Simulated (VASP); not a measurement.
Pb: single point with PBEsol

Crystal: Pb.

```xyz
2
Lattice="3.5030 0.0000 0.0000 -1.7515 3.0337 0.0000 0.0000 0.0000 5.6270" Properties=species:S:1:pos:R:3 pbc="T T T"
Pb    0.0000    2.0225    1.4068
Pb    1.7515    1.0112    4.2203
```

This isn't the form of Pb at room conditions, which is fcc.

```
Program                : VASP 6.6.1
Task                   : single point
Functional             : PBEsol
Potentials or basis    : VASP PAW PBE potentials, release 64 (Pb_d)
Cutoff                 : 520 eV
k mesh                 : 12 × 12 × 7
Occupations            : fermi-dirac, width 0.05 eV
Spin                   : no spin polarisation
Dipole correction      : no
Further INCAR settings : ALGO = Normal; EDIFF = 1e-07; NBANDS = 21
```

```json
{"Pressure": "-0.1 GPa", "Band gap on the k mesh": "zero (bands 14 and 15 overlap by 7.56 eV)"}
```

Stress tensor (GPa, compression positive):
```
-0.28  0.00  0.00
 0.00 -0.28  0.00
 0.00  0.00  0.14
```

Levels at points of the mesh, in eV from the Fermi level:
| k point | band 12 | band 13 | band 14 | band 15 | band 16 | band 17 |
| --- | --- | --- | --- | --- | --- | --- |
| (0.00, 0.00, 0.00) | -7.97 | -4.22 | 5.48 | 5.48 | 7.35 | 7.35 |
| (0.50, 0.00, 0.00) | -7.14 | -2.87 | -1.38 | -0.50 | 1.77 | 1.96 |

It took 100 s on 1 thread of Intel Xeon 8259CL, on a shared host, peak memory 0.22 GiB.

Caveat: the PAW data sets were made with another functional, which shifts forces and pressure a little; spin-orbit coupling is left out, which moves the levels of the heavy elements.
